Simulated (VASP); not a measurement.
A run of VASP 6.6.1:

File INCAR:

```
PREC = Accurate
ENCUT = 520
EDIFF = 1E-6
ISMEAR = -1
SIGMA = 0.02
LREAL = False
LASPH = True
NELM = 80
ALGO = Normal
ISIF = 2
LWAVE = False
LCHARG = False
LDIPOL = True
IDIPOL = 3
DIPOL = 0.5 0.5 0.500
GGA = PE
IBRION = 2
NSW = 32
EDIFFG = -0.01
```

The input KPOINTS:

```
regular mesh
0
Gamma
  9 9 1
```

The input POSCAR:

```
Si
1.0
    3.8685410222      0.0000000000      0.0000000000
   -1.9342705111      3.3502548008      0.0000000000
    0.0000000000      0.0000000000     23.1070000000
Si
6
Direct
    0.0000000000      0.0000000000      0.3485729280
    0.3333333333      0.6666666667      0.3781042120
    0.3333333333      0.6666666667      0.4834596511
    0.6666666667      0.3333333333      0.5165403486
    0.6666666667      0.3333333333      0.6218957903
    0.0000000000      0.0000000000      0.6514270684
```

Potentials or basis: VASP PAW PBE potentials, release 64 (Si).

Launch:

```bash
$ cat potpaw_PBE.64/Si/POTCAR > POTCAR
$ mpirun -np 1 vasp_std > vasp.out
```

Hardware: 1 thread of Intel(R) Xeon(R) Platinum 8259CL CPU @ 2.50GHz (Skylake/Cascade Lake), on a shared host.

Task: Estimate the wall time of this run.

Result: It took 110 s on 1 thread of Intel(R) Xeon(R) Platinum 8259CL CPU @ 2.50GHz (Skylake/Cascade Lake), with other jobs on the host, peak memory 0.39 GiB. Counts: scf iterations 22, k points 12, ion steps 1.
